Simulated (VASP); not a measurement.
A run of VASP 6.6.1 is set up as follows.

INCAR

```
ALGO     = Normal         # electronic algorithm
EDIFF    = 1E-7           # SCF threshold, eV
EDIFFG   = -0.01          # ionic threshold
ENCUT    = 600            # plane-wave cutoff, eV
GGA      = PS             # functional
IBRION   = 2              # ionic algorithm
ISIF     = 4              # what is computed and relaxed
ISMEAR   = 0              # smearing method
ISPIN    = 2              # spin polarisation
LASPH    = True           # aspherical terms in the spheres
LCHARG   = False          # write CHGCAR
LMAXMIX  = 4              # l up to which the mixer works
LORBIT   = 11             # projections on sites
LREAL    = False          # projectors in reciprocal space
LWAVE    = False          # write WAVECAR
MAGMOM   = 0.05 0.05 0 0  # initial moments
NELM     = 150            # most SCF steps
NSW      = 60             # ionic steps
PREC     = Accurate       # precision mode
SIGMA    = 0.05           # smearing width, eV
```

The input KPOINTS:

```
k-points
0
Gamma
  10 10 6
```

File POSCAR:

```
TiSe
1.0
    3.3343400155      0.0000000000      0.0000000000
   -1.6671700077      2.8876231583      0.0000000000
    0.0000000000      0.0000000000      6.7108658555
Ti Se
2 2
Direct
    0.0000000000      0.0000000000      0.0000000000
    0.0000000000      0.0000000000      0.5000000000
    0.3333333333      0.6666666667      0.2500000000
    0.6666666667      0.3333333333      0.7500000000
```

Potentials or basis: VASP PAW PBE potentials, release 64 (Ti_sv, Se).

Run with:

```bash
$ cat potpaw_PBE.64/Ti_sv/POTCAR potpaw_PBE.64/Se/POTCAR > POTCAR
$ mpirun -np 1 vasp_std > vasp.out
```

Task: What does it give for the band gap on the k mesh?

Result: Zero (filled and empty bands overlap).

Task: Estimate the net moment.

Result: 0.00 μB per cell.

Final structure:
```xyz
4
Lattice="3.3282 0.0000 0.0000 -1.6641 2.8823 0.0000 0.0000 0.0000 6.7355" Properties=species:S:1:pos:R:3 pbc="T T T"
Ti    0.0000    0.0000    0.0000
Ti    0.0000    0.0000    3.3677
Se    0.0000    1.9216    1.6839
Se    1.6641    0.9608    5.0516
```
